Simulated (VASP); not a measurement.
Here is a VASP 6.6.1 calculation.

Contents of POSCAR:

```
Ti
1.0
    0.0000000000      2.0163754284      2.0163754284
    2.0163754284      0.0000000000      2.0163754284
    2.0163754284      2.0163754284      0.0000000000
Ti
1
Direct
    0.0000000000      0.0000000000      0.0000000000
```

INCAR.step1

```
SYSTEM = Ti
  PREC = Accurate
  ENCUT = 520
  ISMEAR = -1
  SIGMA = 0.05
  LREAL = .FALSE.
  LASPH = .TRUE.
  NELM = 80
  NBANDS = 12
  GGA = PE
  ALGO = Normal
  EDIFF = 1E-4
  LWAVE = .TRUE.
  LCHARG = .FALSE.
```

The input INCAR.step2:

```
SYSTEM = Ti
  PREC = Accurate
  ENCUT = 520
  EDIFF = 1E-7
  ISMEAR = -1
  SIGMA = 0.05
  LREAL = .FALSE.
  LASPH = .TRUE.
  NELM = 80
  ALGO = Normal
  ISIF = 2
  LWAVE = .FALSE.
  LCHARG = .TRUE.
  METAGGA = R2SCAN
  LMIXTAU = .TRUE.
  LELF = .TRUE.
  LVHAR = .TRUE.
  NBANDS = 12
  ISTART = 1
```

The input KPOINTS:

```
Automatic mesh
0
G
  11 11 11
  0 0 0
```

Potentials or basis: VASP PAW PBE potentials, release 64 (Ti_sv).

Launch:

```bash
$ cat potpaw_PBE.64/Ti_sv/POTCAR > POTCAR
$ cp INCAR.step1 INCAR
$ mpirun -np 1 vasp_std > vasp.out
$ cp INCAR.step2 INCAR
$ mpirun -np 1 vasp_std > vasp.out
```

(1) Estimate the pressure.

(2) What does it give for the band gap on the k mesh?

## Answers

(1) 7.3 GPa.

(2) zero (bands 6 and 7 overlap by 1.36 eV).

Caveat: the cell stands under pressure; the PAW data sets were made with another functional, which shifts forces and pressure a little.
